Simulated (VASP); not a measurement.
Set up this calculation in VASP 6.6.1, as the native input.

```
Task                   : relaxation of cell and atoms
Functional             : PBE
Potentials or basis    : VASP PAW PBE potentials, release 64 (Cd, In_d, O)
Cutoff                 : 600 eV
k mesh                 : 4 × 4 × 4
Occupations            : gaussian, width 0.1 eV
Spin                   : collinear spin, ferromagnetic start
Starting moments       : [0.0, 0.0, 0.0, 0.0, 1.0] μB
Dipole correction      : no
Further INCAR settings : ALGO = Normal; EDIFF = 1e-06; IBRION = 2; EDIFFG = -0.04; NSW = 90; ISIF = 3
```

The structure of Cd3InO lies in POSCAR:

```
Cd3InO
1.0
    4.6357090500      0.0000000000      0.0000000000
    0.0000000000      4.6357090500      0.0000000000
    0.0000000000      0.0000000000      4.6357090500
Cd In O
3 1 1
Direct
    0.0000000000      0.0000000000      0.5000000000
    0.5000000000      0.0000000000      0.0000000000
    0.0000000000      0.5000000000      0.0000000000
    0.0000000000      0.0000000000      0.0000000000
    0.5000000000      0.5000000000      0.5000000000
```

The cell was built from a structure type or drawn by symmetry, and may not be a known phase.

One way to write it, as run:

INCAR

```
PREC = Accurate ; ENCUT = 600
EDIFF = 1E-6 ; ISMEAR = 0
SIGMA = 0.1 ; LREAL = False
LASPH = True ; NELM = 150
ALGO = Normal ; ISIF = 3
LWAVE = False ; LCHARG = False
ISPIN = 2 ; MAGMOM = 0 0 0 0 1
LORBIT = 11 ; GGA = PE
IBRION = 2 ; NSW = 90
EDIFFG = -0.04
```

KPOINTS

```
regular mesh
0
Gamma
  4 4 4
```

Potentials or basis: VASP PAW PBE potentials, release 64 (Cd, In_d, O).

Run with:

```sh
$ cat potpaw_PBE.64/Cd/POTCAR potpaw_PBE.64/In_d/POTCAR potpaw_PBE.64/O/POTCAR > POTCAR
$ mpirun -np 1 vasp_std > vasp.out
```

Results of the run:

```yaml
Relaxed_volume: 31.53 Å³/atom
Relaxed_cell: a = 5.402 Å, b = 5.402 Å, c = 5.402 Å, α = 90.00°, β = 90.00°, γ = 90.00°
Space_group_after_relaxing_to_0.1_Å: Pm-3m (No. 221)
Energy_gained_by_relaxing: 817.8 meV/atom
Ionic_steps: 4
Pressure_after_relaxing: -0.1 GPa
Net_moment: 0.00 μB per cell
Valence_electrons_inside_the_program's_atomic_spheres: Cd 10.27; In 11.64; O 4.71
```

Caveat: the volume moved by over 15 % at a fixed basis, so the end points are rough.

It took 4.7 min on 1 thread of Intel(R) Xeon(R) 6975P-C (Granite Rapids), on a shared host, peak memory 0.32 GiB.
